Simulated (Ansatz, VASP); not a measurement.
## Two plane-wave programs on RbAg3

```
CELL_PARAMETERS angstrom
4.60147 0.00000 0.00000
0.00000 4.60147 0.00000
0.00000 0.00000 4.60147
ATOMIC_POSITIONS crystal
Rb 0.00000 0.00000 0.00000
Ag 0.00000 0.50000 0.50000
Ag 0.50000 0.00000 0.50000
Ag 0.50000 0.50000 0.00000
```

Alike in both runs: task relaxation of cell and atoms; functional PBE; k mesh 10 × 10 × 10; occupations gaussian, width 0.1 eV; no spin polarisation.

|  | VASP | Ansatz |
| --- | --- | --- |
| version | VASP 6.6.1 | Ansatz 0.2.0 |
| potentials or method | VASP PAW PBE potentials, release 64 (Rb_sv, Ag), cutoff 600 eV | scalar-relativistic, plane waves, PAW |
| valence electrons in the cell | 42 | 66 |

Ansatz gave:

```
gap on the k mesh at the Fermi level, each at its own relaxed structure (eV) : none
relaxed volume (Å³/atom)                                                     : 25.60
relaxed cell length with the largest relative difference (Å)                 : 4.678
```

Which values does VASP return?

gap on the k mesh at the Fermi level, each at its own relaxed structure (eV): none; relaxed volume (Å³/atom): 25.69; relaxed cell length with the largest relative difference (Å): 4.684.

A gap of «none» marks a metal or a gap that the smearing closes. VASP's potentials hold 42 valence electrons a cell and Ansatz's 66, so a difference there can come from the potentials and not from the codes.
